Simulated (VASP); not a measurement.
# PbS2 (Fm-3m) in VASP: further runs

Runs on PbS2. Level: LDA. Tasks: single point.

Program: VASP 6.6.1. These are calculated values, not measurements. Logs are shortened: lines on timing, memory, paths and dates and some standing lists are left out, and cuts for length are marked.

## (1) The cell of the first run

It takes space group Fm-3m (No. 225, cubic). Conventional cell: a = 6.587 Å, b = 6.587 Å, c = 6.587 Å, α = 90.00°, β = 90.00°, γ = 90.00°. Pb (site symmetry m-3m) has 8 S at 2.85 Å within 3.8 Å. S (site symmetry -43m) has 4 Pb at 2.85 Å and 6 S at 3.29 Å within 3.8 Å.

## (2) Single point, LDA

Input file INCAR:

```
SYSTEM = PbS2
  ALGO = Normal
  EDIFF = 1E-6
  ENCUT = 500
  GGA = CA
  GGA_COMPAT = .FALSE.
  ISIF = 2
  ISMEAR = 0
  LASPH = .TRUE.
  LCHARG = .TRUE.
  LELF = .TRUE.
  LREAL = .FALSE.
  LVHAR = .TRUE.
  LWAVE = .FALSE.
  NBANDS = 20
  NELM = 120
  PREC = Accurate
  SIGMA = 0.05
```

Input file KPOINTS:

```
k-points
0
G
  4 4 4
  0 0 0
```

Input file POSCAR:

```
PbS2
1.0
    0.0000000000      3.2932899910      3.2932899910
    3.2932899910      0.0000000000      3.2932899910
    3.2932899910      3.2932899910      0.0000000000
Pb S
1 2
Direct
    0.0000000000      0.0000000000      0.0000000000
    0.2500000000      0.2500000000      0.2500000000
    0.7500000000      0.7500000000      0.7500000000
```

Potentials or basis: VASP PAW LDA potentials, release 64 (Pb_d, S).

On the command line:

```console
cat potpaw_LDA.64/Pb_d/POTCAR potpaw_LDA.64/S/POTCAR > POTCAR
mpirun -np 1 vasp_std > vasp.out
```

OUTCAR:

```text
SYSTEM = PbS2
   EDIFF = 1E-6
   ENCUT = 500
   GGA = CA
   ISIF = 2
   ISMEAR = 0
   LASPH = .TRUE.
   LREAL = .FALSE.
   NELM = 120
   PREC = Accurate

 ion  position               nearest neighbor table
   1  0.000  0.000  0.000-   3 2.85   3 2.85   3 2.85   2 2.85   3 2.85   2 2.85   2 2.85   2 2.85

   2  0.250  0.250  0.250-   1 2.85   1 2.85   1 2.85   1 2.85
   3  0.750  0.750  0.750-   1 2.85   1 2.85   1 2.85   1 2.85

  LATTYP: Found a face centered cubic cell.
 ALAT       =     6.5865799820

  Lattice vectors:

 A1 = (   0.0000000000,   3.2932899910,   3.2932899910)
 A2 = (   3.2932899910,   0.0000000000,   3.2932899910)
 A3 = (   3.2932899910,   3.2932899910,   0.0000000000)

Analysis of symmetry for initial positions (statically):
=====================================================================
 Subroutine PRICEL returns:
 Original cell was already a primitive cell.

 Routine SETGRP: Setting up the symmetry group for a
 face centered cubic supercell.

 Subroutine GETGRP returns: Found 48 space group operations
 (whereof 48 operations were pure point group operations)
 out of a pool of 48 trial point group operations.

The static configuration has the point symmetry O_h .

Analysis of symmetry for dynamics (positions and initial velocities):
=====================================================================
 Subroutine PRICEL returns:
 Original cell was already a primitive cell.

 Routine SETGRP: Setting up the symmetry group for a
 face centered cubic supercell.

 Subroutine GETGRP returns: Found 48 space group operations
 (whereof 48 operations were pure point group operations)
 out of a pool of 48 trial point group operations.

The dynamic configuration has the point symmetry O_h .

 Subroutine INISYM returns: Found 48 space group operations
 (whereof 48 operations are pure point group operations),
 and found     1 'primitive' translations

----------------------------------------------------------------------------------------

                                     Primitive cell

  volume of cell :      71.4365

  direct lattice vectors                    reciprocal lattice vectors
     0.000000000  3.293289991  3.293289991    -0.151823860  0.151823860  0.151823860
     3.293289991  0.000000000  3.293289991     0.151823860 -0.151823860  0.151823860
[... 67 lines left out ...]
   LASPH  =      T    aspherical Exc in radial PAW
   ENCUT  =  500.0 eV  36.75 Ry    6.06 a.u.   8.49  8.49  8.49*2*pi/ulx,y,z
   NELM   =    120;   NELMIN=  2; NELMDL= -5     # of ELM steps
   EDIFF  = 0.1E-05   stopping-criterion for ELM
   LREAL  =      F    real-space projection
   EDIFFG = 0.1E-04   stopping-criterion for IOM
   NSW    =      0    number of steps for IOM
   IBRION =     -1    ionic relax: 0-MD 1-quasi-New 2-CG
   NFREE  =      0    steps in history (QN), initial steepest desc. (CG)
   ISIF   =      2    stress and relaxation
   ISYM   =      2    0-nonsym 1-usesym 2-fastsym
   POTIM  = 0.5000    time-step for ionic-motion
   TEBEG  =    0.0;   TEEND  =   0.0 temperature during run
   PSTRESS=    0.0 pullay stress
   NELECT =      26.0000    total number of electrons
   NUPDOWN=      -1.0000    fix difference up-down
   EMIN   =  10.00;   EMAX   =-10.00  energy-range for DOS
   EFERMI =   0.00;   METHOD = LEGACY
   ISMEAR =     0;   SIGMA  =   0.05  broadening in eV -4-tet -1-fermi 0-gaus
   EFERMI_NEDOS =   21; number of points for ismear=-14 and -15
   IALGO  =     38    algorithm
   IMIX   =      4    mixing-type and parameters
     AMIX     =   0.40;   BMIX     =  1.00
     AMIX_MAG =   1.60;   BMIX_MAG =  1.00
  volume/ion in A,a.u.               =      23.81       160.69
  Fermi-wavevector in a.u.,A,eV,Ry     =   1.168851  2.208809 18.588465  1.366214
  Thomas-Fermi vector in A             =   2.305332
   LORBIT       =      0    0 simple, 1 ext, 2 COOP (PROOUT), +10 PAW based schemes
   GGA     = CA    functional components
   LHFCALC =     F    Hartree Fock is set to
   AEXX    =    0.0000 exact exchange contribution
   IVDW    =     0    specifies the selected vdW correction
   LEPSILON=     F    determine dielectric tensor
   LRPA    =     F    only Hartree local field effects (RPA)
 non-spin polarized calculation
 Gauss-broadening in eV      SIGMA  =   0.05
  energy-cutoff  :      500.00
  volume of cell :       71.44
 maximum number of plane-waves:      1837
 NGX is ok and might be reduce to    36
   NGX = 17   NGY = 17   NGZ = 17

 number of electron      25.9999995 magnetization

 Free energy of the ion-electron system (eV)
  ---------------------------------------------------
  ext. energy  EPLUGINS =         0.00000000
  ---------------------------------------------------
  free energy    TOTEN  =       -12.79880212 eV

  energy without entropy =      -12.78361593  energy(sigma->0) =      -12.79120903

 E-fermi :   4.6770     XC(G=0): -10.0080

 val. band max:        4.6723561116   @ k =   0.5000   0.2500   0.0000
 cond. band min:       4.6941925591   @ k =  -0.2500   0.2500   0.0000
 fundamental gap:      0.0218364476
 Fermi energy:         4.6769623810

 k-point     1 :       0.0000    0.0000    0.0000
  band No.  band energies     occupation
      1     -11.5266      2.00000
      2     -11.5266      2.00000
      3     -11.5266      2.00000
      4     -11.4461      2.00000
      5     -11.4461      2.00000
      6      -9.0855      2.00000
[... 173 lines left out ...]
     19      14.2517      0.00000
     20      14.2517      0.00000

------------------------ aborting loop because EDIFF is reached ----------------------------------------

  FORCE on cell =-STRESS in cart. coord.  units (eV):
  Direction    XX          YY          ZZ          XY          YZ          ZX
  --------------------------------------------------------------------------------------
  -------------------------------------------------------------------------------------
  Total       -0.0582399     -0.0582399     -0.0582399     -0.0000000      0.0000000     -0.0000000
  in kB       -1.3062043     -1.3062043     -1.3062043     -0.0000000      0.0000000     -0.0000000
  external PRESSURE =      -1.3062043 kB  Pullay stress =       0.0000000 kB

 VOLUME and BASIS-vectors are now :
 -----------------------------------------------------------------------------
  energy-cutoff  :      500.00
  volume of cell :       71.44
      direct lattice vectors                 reciprocal lattice vectors
     0.000000000  3.293289991  3.293289991    -0.151823860  0.151823860  0.151823860
     3.293289991  0.000000000  3.293289991     0.151823860 -0.151823860  0.151823860
     3.293289991  3.293289991  0.000000000     0.151823860  0.151823860 -0.151823860

 POSITION                                       TOTAL-FORCE (eV/Angst)
 -----------------------------------------------------------------------------------
      0.00000      0.00000      0.00000        -0.000000     -0.000000     -0.000000
      1.64664      1.64664      1.64664        -0.000000     -0.000000     -0.000000
      4.93993      4.93993      4.93993         0.000000      0.000000      0.000000
 -----------------------------------------------------------------------------------
    total drift:                               -0.000000      0.000000      0.000000

  FREE ENERGIE OF THE ION-ELECTRON SYSTEM (eV)
  ---------------------------------------------------
  free  energy   TOTEN  =       -12.7988021166 eV

  energy  without entropy=      -12.7836159345  energy(sigma->0) =      -12.79120903
```

OSZICAR:

```text
N       E                     dE             d eps       ncg     rms          rms(c)
DAV:   1     0.211737411529E+03    0.21174E+03   -0.11835E+04   324   0.129E+03
DAV:   2     0.691880265646E+01   -0.20482E+03   -0.19606E+03   340   0.331E+02
DAV:   3    -0.123734895468E+02   -0.19292E+02   -0.18766E+02   412   0.107E+02
DAV:   4    -0.130968673645E+02   -0.72338E+00   -0.72046E+00   380   0.205E+01
DAV:   5    -0.131285834839E+02   -0.31716E-01   -0.31709E-01   464   0.446E+00    0.632E+00
DAV:   6    -0.128114438832E+02    0.31714E+00   -0.70718E-01   504   0.939E+00    0.419E+00
DAV:   7    -0.128020638198E+02    0.93801E-02   -0.83477E-02   372   0.173E+00    0.188E+00
DAV:   8    -0.127996037463E+02    0.24601E-02   -0.18175E-02   464   0.163E+00    0.154E-01
DAV:   9    -0.127988083712E+02    0.79538E-03   -0.40713E-03   496   0.758E-01    0.750E-02
DAV:  10    -0.127988062304E+02    0.21408E-05   -0.39013E-04   404   0.166E-01    0.334E-02
DAV:  11    -0.127988011832E+02    0.50472E-05   -0.47076E-05   420   0.664E-02    0.859E-03
DAV:  12    -0.127988021166E+02   -0.93341E-06   -0.70484E-06   348   0.293E-02
   1 F= -.12798802E+02 E0= -.12791209E+02  d E =-.151862E-01
```

It took 18 s on 1 thread of Intel Xeon 8259CL, shared host; peak memory 0.17 GiB.

Results:

```
Free energy            : -12.7988 eV
Pressure               : -0.1 GPa
Band gap on the k mesh : zero (band 13 reaches 4.98 eV, above the bottom of band 14 at 3.48 eV)
```

Levels at points of the mesh, in eV from the Fermi level:
```
           k point  band 11  band 12  band 13  band 14  band 15  band 16
(0.00, 0.00, 0.00)    -2.39    -1.19    -1.19    -1.19     2.54     2.54
(0.50, 0.00, 0.00)    -2.70    -1.69    -1.69     0.92     4.88     4.88
(0.50, 0.50, 0.00)    -1.13     0.26     0.26     0.51     3.69     6.47
```

Caveat: the k points lie up to 0.41 Å⁻¹ apart; spin-orbit coupling is left out, which moves the levels of the heavy elements.

## (3) Single point, LDA

This run uses another cell than the first one, of 29.10 Å³/atom, 1.222 times its volume.

Input file INCAR:

```
ALGO     = Normal         # electronic algorithm
EDIFF    = 1E-6           # SCF threshold, eV
ENCUT    = 500            # plane-wave cutoff, eV
GGA      = CA             # functional
GGA_COMPAT= False        
ISIF     = 2              # what is computed and relaxed
ISMEAR   = 0              # smearing method
LASPH    = True           # aspherical terms in the spheres
LCHARG   = False          # write CHGCAR
LREAL    = False          # projectors in reciprocal space
LWAVE    = False          # write WAVECAR
NBANDS   = 20             # bands
NELM     = 120            # most SCF steps
PREC     = Accurate       # precision mode
SIGMA    = 0.05           # smearing width, eV
```

Input file KPOINTS:

```
k-points
0
Gamma
  4 4 4
```

Input file POSCAR:

```
PbS2
1.0
    0.0000000000      3.5210665870      3.5210665870
    3.5210665870      0.0000000000      3.5210665870
    3.5210665870      3.5210665870      0.0000000000
Pb S
1 2
Direct
    0.0000000000      0.0000000000      0.0000000000
    0.2500000000      0.2500000000      0.2500000000
    0.7500000000      0.7500000000      0.7500000000
```

Potentials or basis: VASP PAW LDA potentials, release 64 (Pb_d, S).

On the command line:

```console
cat potpaw_LDA.64/Pb_d/POTCAR potpaw_LDA.64/S/POTCAR > POTCAR
mpirun -np 1 vasp_std > vasp.out
```

OUTCAR:

```text
EDIFF = 1E-6
   ENCUT = 500
   GGA = CA
   ISIF = 2
   ISMEAR = 0
   LASPH = True
   LREAL = False
   NELM = 120
   PREC = Accurate

 ion  position               nearest neighbor table
   1  0.000  0.000  0.000-   3 3.05   3 3.05   3 3.05   2 3.05   3 3.05   2 3.05   2 3.05   2 3.05

   2  0.250  0.250  0.250-   1 3.05   1 3.05   1 3.05   1 3.05
   3  0.750  0.750  0.750-   1 3.05   1 3.05   1 3.05   1 3.05

  LATTYP: Found a face centered cubic cell.
 ALAT       =     7.0421331740

  Lattice vectors:

 A1 = (   0.0000000000,   3.5210665870,   3.5210665870)
 A2 = (   3.5210665870,   0.0000000000,   3.5210665870)
 A3 = (   3.5210665870,   3.5210665870,   0.0000000000)

Analysis of symmetry for initial positions (statically):
=====================================================================
 Subroutine PRICEL returns:
 Original cell was already a primitive cell.

 Routine SETGRP: Setting up the symmetry group for a
 face centered cubic supercell.
[... 146 lines left out ...]
  ext. energy  EPLUGINS =         0.00000000
  ---------------------------------------------------
  free energy    TOTEN  =       -12.35079493 eV

  energy without entropy =      -12.33872158  energy(sigma->0) =      -12.34475826

 E-fermi :   2.4437     XC(G=0):  -9.1333

 val. band max:        2.4268535575   @ k =   0.5000   0.2500   0.0000
 cond. band min:       2.4951195843   @ k =  -0.2500   0.2500   0.0000
 fundamental gap:      0.0682660268
 Fermi energy:         2.4437051682

 k-point     1 :       0.0000    0.0000    0.0000
  band No.  band energies     occupation
      1     -13.4658      2.00000
      2     -13.4658      2.00000
      3     -13.4658      2.00000
      4     -13.4351      2.00000
      5     -13.4351      2.00000
      6      -9.9211      2.00000
[... 173 lines left out ...]
     19      11.8508      0.00000
     20      11.8509      0.00000

------------------------ aborting loop because EDIFF is reached ----------------------------------------

  FORCE on cell =-STRESS in cart. coord.  units (eV):
  Direction    XX          YY          ZZ          XY          YZ          ZX
  --------------------------------------------------------------------------------------
  -------------------------------------------------------------------------------------
  Total       -4.0537786     -4.0537786     -4.0537786      0.0000000      0.0000000     -0.0000000
  in kB      -74.3905711    -74.3905711    -74.3905711      0.0000000      0.0000000     -0.0000000
  external PRESSURE =     -74.3905711 kB  Pullay stress =       0.0000000 kB

 VOLUME and BASIS-vectors are now :
 -----------------------------------------------------------------------------
  energy-cutoff  :      500.00
  volume of cell :       87.31
      direct lattice vectors                 reciprocal lattice vectors
     0.000000000  3.521066587  3.521066587    -0.142002427  0.142002427  0.142002427
     3.521066587  0.000000000  3.521066587     0.142002427 -0.142002427  0.142002427
     3.521066587  3.521066587  0.000000000     0.142002427  0.142002427 -0.142002427

 POSITION                                       TOTAL-FORCE (eV/Angst)
 -----------------------------------------------------------------------------------
      0.00000      0.00000      0.00000         0.000000      0.000000      0.000000
      1.76053      1.76053      1.76053        -0.000000     -0.000000     -0.000000
      5.28160      5.28160      5.28160         0.000000      0.000000      0.000000
 -----------------------------------------------------------------------------------
    total drift:                               -0.000000      0.000000      0.000000

  FREE ENERGIE OF THE ION-ELECTRON SYSTEM (eV)
  ---------------------------------------------------
  free  energy   TOTEN  =       -12.3507949259 eV

  energy  without entropy=      -12.3387215845  energy(sigma->0) =      -12.34475826
```

OSZICAR:

```text
N       E                     dE             d eps       ncg     rms          rms(c)
DAV:   1     0.213152493645E+03    0.21315E+03   -0.11480E+04   320   0.119E+03
DAV:   2     0.817504344151E+01   -0.20498E+03   -0.19675E+03   348   0.322E+02
DAV:   3    -0.119822886828E+02   -0.20157E+02   -0.19738E+02   444   0.105E+02
DAV:   4    -0.126230883370E+02   -0.64080E+00   -0.61673E+00   400   0.195E+01
DAV:   5    -0.126461835562E+02   -0.23095E-01   -0.23050E-01   444   0.368E+00    0.413E+00
DAV:   6    -0.123633280944E+02    0.28286E+00   -0.87777E-01   456   0.718E+00    0.272E+00
DAV:   7    -0.123536338852E+02    0.96942E-02   -0.93122E-02   368   0.156E+00    0.132E+00
DAV:   8    -0.123509977293E+02    0.26362E-02   -0.12810E-02   408   0.110E+00    0.111E-01
DAV:   9    -0.123507550645E+02    0.24266E-03   -0.17829E-03   440   0.342E-01    0.601E-02
DAV:  10    -0.123507947960E+02   -0.39731E-04   -0.14491E-04   332   0.676E-02    0.191E-02
DAV:  11    -0.123507949259E+02   -0.12990E-06   -0.76668E-06   420   0.239E-02
   1 F= -.12350795E+02 E0= -.12344758E+02  d E =-.120733E-01
```

stdout:

```text
POSCAR found type information on POSCAR PbS
 POSCAR found :  2 types and       3 ions
 scaLAPACK will be used
 LDA part: xc-table for (Slater(with rela. corr.)+CA(PZ))
 , standard interpolation
 POSCAR, INCAR and KPOINTS ok, starting setup
 FFT: planning ... GRIDC
 FFT: planning ... GRID_SOFT
 FFT: planning ... GRID
 WAVECAR not read
 entering main loop
```

Wall time 16 s (1 thread of Intel Xeon 8259CL, shared host); peak memory 0.17 GiB.

Results:

* Free energy: -12.3508 eV
* Pressure: -7.4 GPa
* Band gap on the k mesh: zero (band 13 reaches 2.82 eV, above the bottom of band 14 at 1.71 eV)

Caveat: the k points lie up to 0.39 Å⁻¹ apart; spin-orbit coupling is left out, which moves the levels of the heavy elements.
